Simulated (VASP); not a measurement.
**Ag: single point with PBE**

Crystal: Ag.

```
CELL_PARAMETERS angstrom
2.87590 0.00000 0.00000
-1.43795 2.49060 0.00000
0.00000 0.00000 4.88336
ATOMIC_POSITIONS crystal
Ag 0.33333 0.66667 0.25000
Ag 0.66667 0.33333 0.75000
```

This cell differs from its parent crystal: biaxial strain in the a-b plane: -2.0 %, then relaxed in part.

```
Program                : VASP 6.6.1
Task                   : single point
Functional             : PBE
Potentials or basis    : VASP PAW PBE potentials, release 64 (Ag)
Cutoff                 : 520 eV
k mesh                 : 24 × 24 × 12
Occupations            : gaussian, width 0.1 eV
Spin                   : no spin polarisation
Dipole correction      : no
Further INCAR settings : ALGO = Fast; EDIFF = 1e-07; NBANDS = 18
```

| Item | Value |
| --- | --- |
| Pressure | 2.2 GPa |
| Band gap on the k mesh | zero (band 11 reaches 12.29 eV, above the bottom of band 12 at 4.69 eV) |

Stress tensor (GPa, compression positive):
```
 3.36  0.00  0.00
 0.00  3.36  0.00
 0.00  0.00 -0.05
```

Levels at points of the mesh, in eV from the Fermi level:
```
           k point  band 7  band 8  band 9  band 10  band 11  band 12  band 13  band 14  band 15  band 16
(0.00, 0.00, 0.00)   -4.50   -3.99   -3.99    -3.16    -3.16    -0.65     2.90    15.83    16.65    17.83
(0.50, 0.00, 0.00)   -3.76   -3.04   -2.93    -2.83     0.17     1.60     6.52     6.83     8.90    10.00
(0.00, 0.00, 0.50)   -4.58   -4.58   -3.45    -3.45    -3.45    -3.45    10.08    10.08    16.17    16.17
(0.50, 0.00, 0.50)   -3.20   -3.20   -2.87    -2.87     0.79     0.79     4.50     4.50    13.40    13.40
```

Run time: 98 s on 1 thread of Intel(R) Xeon(R) 6975P-C (Granite Rapids), on a shared host, peak memory 0.32 GiB.

Caveat: the cell differs from its parent crystal (biaxial strain in the a-b plane: -2.0 %, then relaxed in part).
